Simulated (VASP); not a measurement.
A run of VASP 6.6.1 is set up as follows.

INCAR

```
ALGO = Normal
EDIFF = 1E-6
ENCUT = 520
GGA = PE
ISIF = 2
ISMEAR = 0
ISPIN = 2
LASPH = True
LCHARG = True
LELF = True
LMAXMIX = 4
LORBIT = 11
LREAL = False
LVHAR = True
LWAVE = False
MAGMOM = 3 3 0 0 0 0
NBANDS = 37
NELM = 150
PREC = Accurate
SIGMA = 0.1
```

KPOINTS

```
k-points
0
Gamma
  4 4 6
```

The input POSCAR:

```
CrO2
1.0
    4.4210000000      0.0000000000      0.0000000000
    0.0000000000      4.4210000000      0.0000000000
    0.0000000000      0.0000000000      2.9170000000
Cr O
2 4
Direct
    0.0000000000      0.0000000000      0.0000000000
    0.5000000000      0.5000000000      0.5000000000
    0.3010000000      0.3010000000      0.0000000000
    0.1990000000      0.8010000000      0.5000000000
    0.6990000000      0.6990000000      0.0000000000
    0.8010000000      0.1990000000      0.5000000000
```

Potentials or basis: VASP PAW PBE potentials, release 64 (Cr_pv, O).

Run with:

```console
$ cat potpaw_PBE.64/Cr_pv/POTCAR potpaw_PBE.64/O/POTCAR > POTCAR
$ mpirun -np 1 vasp_std > vasp.out
```

Q: Estimate the site moments.

A: Cr +2.09; O -0.07 μB.

Q: What does it give for the band gap on the k mesh?

A: Zero (filled and empty bands overlap).

Q: What does it give for the largest force?

A: 0.258 eV/Å.

Q: What does it give for the pressure?

A: 3.0 GPa.

Stress tensor (GPa, compression positive):
```
3.36 0.00 0.00
0.00 3.36 0.00
0.00 0.00 2.41
```

Caveat: the cell stands under pressure; semilocal functionals often make such compounds metallic where correlation or magnetic order opens a gap, which also shifts bond lengths; the run started ferromagnetic, and an antiferromagnetic order may lie lower in energy. With open d or f shells a metallic result of PBE can be an artefact of self-interaction; +U or a hybrid may open a gap.
